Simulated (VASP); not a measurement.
Set up this calculation in VASP 6.6.1, as the native input.

- Task: density of states
- Functional: PBE
- Potentials or basis: VASP PAW PBE potentials, release 64 (Rb_sv)
- Cutoff: 520 eV
- k mesh: 9 × 9 × 9
- Occupations: fermi-dirac, width 0.08 eV
- Spin: no spin polarisation
- Dipole correction: no
- k mesh for the DOS: 14 × 14 × 14
- Occupations for the DOS: tetrahedron
- Further INCAR settings: ALGO = Normal; EDIFF = 1e-06; NBANDS = 16

Rb:

```
Rb
1.0
    -4.33139    4.33139    2.33621
     4.33139   -4.33139    2.33621
     4.33139    4.33139   -2.33621
Rb
2
Direct
  0.62500 0.87500 0.75000
  0.37500 0.12500 0.25000
```

This cell differs from its parent crystal: volume scaled by 0.92.

One way to write it, as run:

POSCAR

```
Rb
1.0
   -4.3313936271      4.3313936271      2.3362139506
    4.3313936271     -4.3313936271      2.3362139506
    4.3313936271      4.3313936271     -2.3362139506
Rb
2
Direct
   -0.3750000000     -0.1250000000     -0.2500000000
    0.3750000000      0.1250000000      0.2500000000
```

INCAR.step1

```
SYSTEM = Rb
PREC = Accurate
ENCUT = 520
EDIFF = 1E-6
ISMEAR = -1
SIGMA = 0.08
LREAL = .False.
LASPH = .True.
NELM = 60
ALGO = Normal
ISIF = 2
LWAVE = .False.
LCHARG = .True.
GGA = PE
NBANDS = 16
```

KPOINTS.step1

```
Automatic mesh
0
Gamma
  9 9 9
  0 0 0
```

INCAR.step2

```
SYSTEM = Rb
PREC = Accurate
ENCUT = 520
EDIFF = 1E-6
ISMEAR = -5
SIGMA = 0.08
LREAL = .False.
LASPH = .True.
NELM = 60
ALGO = Normal
ISIF = 2
LWAVE = .False.
LCHARG = .False.
GGA = PE
LORBIT = 11
NBANDS = 16
NEDOS = 2001
ICHARG = 11
```

KPOINTS.step2

```
Automatic mesh
0
Gamma
  14 14 14
  0 0 0
```

Potentials or basis: VASP PAW PBE potentials, release 64 (Rb_sv).

Run with:

```bash
$ cat potpaw_PBE.64/Rb_sv/POTCAR > POTCAR
$ cp INCAR.step1 INCAR
$ cp KPOINTS.step1 KPOINTS
$ mpirun -np 1 vasp_std > vasp.out
$ cp INCAR.step2 INCAR
$ cp KPOINTS.step2 KPOINTS
$ mpirun -np 1 vasp_std > vasp.out
```

It gave:

The valence electrons inside the program's atomic spheres are Rb 7.29.

Run time: 14 min on 1 thread of Intel Xeon 6975P-C, with other jobs on the host, peak memory 0.71 GiB.
